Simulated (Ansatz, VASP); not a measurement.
# Cs: VASP beside Ansatz

```
Cs
1.0
     3.90706    0.00000    0.00000
     0.00000    3.90706    0.00000
     0.00000    0.00000    3.90706
Cs
1
Direct
  0.00000 0.00000 0.00000
```

Change from the starting cell: volume scaled by 0.5, LAPW.

Alike in both runs: task single point; functional PBEsol; k mesh 8 × 8 × 8; occupations fermi-dirac, width 0.08 eV; no spin polarisation.

```csv
,VASP,Ansatz
version,VASP 6.6.1,Ansatz 0.2.0
potentials or method,"VASP PAW PBE potentials, release 64 (Cs_sv), cutoff 520 eV","all-electron LAPW, scalar-relativistic"
```

VASP gave:

```
pressure (GPa) : 2.0
```

Question: Which values does Ansatz return?

Answer: Pressure (GPa): 1.9.

VASP's potentials were made for PBE, not for PBEsol. Ansatz ran all-electron here, and VASP with PAW potentials.

Spin-orbit coupling is off throughout.
